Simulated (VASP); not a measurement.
Here is a VASP 6.6.1 calculation.

File INCAR:

```
SYSTEM = TiIn2Te3
ALGO     = Normal         ! electronic algorithm
EDIFF    = 1E-6           ! SCF threshold, eV
ENCUT    = 520            ! plane-wave cutoff, eV
GGA      = PE             ! functional
ISIF     = 2              ! what is computed and relaxed
ISMEAR   = 0              ! smearing method
LASPH    = .TRUE.         ! aspherical terms in the spheres
LCHARG   = .FALSE.        ! write CHGCAR
LREAL    = .FALSE.        ! projectors in reciprocal space
LWAVE    = .FALSE.        ! write WAVECAR
NBANDS   = 37             ! bands
NELM     = 60             ! most SCF steps
PREC     = Accurate       ! precision mode
SIGMA    = 0.1            ! smearing width, eV
```

File KPOINTS:

```
k-points
0
G
  3 3 6
  0 0 0
```

File POSCAR:

```
TiIn2Te3
1.0
    7.8222322241      0.0000000000      0.0000000000
   -3.9111161121      6.7742518204      0.0000000000
    0.0000000000      0.0000000000      3.9487133835
Ti In Te
1 2 3
Direct
    0.0000000000      0.0000000000      0.5000000000
    0.6666666667      0.3333333333      0.5000000000
    0.3333333333      0.6666666667      0.5000000000
    0.0000000000      0.5000000000      0.0000000000
    0.5000000000      0.5000000000      0.0000000000
    0.5000000000      0.0000000000      0.0000000000
```

Potentials or basis: VASP PAW PBE potentials, release 64 (Ti_sv, In_d, Te).

Command:

```sh
$ cat potpaw_PBE.64/Ti_sv/POTCAR potpaw_PBE.64/In_d/POTCAR potpaw_PBE.64/Te/POTCAR > POTCAR
$ mpirun -np 1 vasp_std > vasp.out
```

Question: Predict the pressure.

Answer: 0.0 GPa.

Question: Estimate the band gap on the k mesh.

Answer: Zero (band 28 reaches 4.95 eV, above the bottom of band 29 at 4.74 eV).

Stress tensor (GPa, compression positive):
```
 0.09  0.00  0.00
 0.00  0.09  0.00
 0.00  0.00 -0.09
```

Caveat: spin-orbit coupling is left out, which moves the levels of the heavy elements.
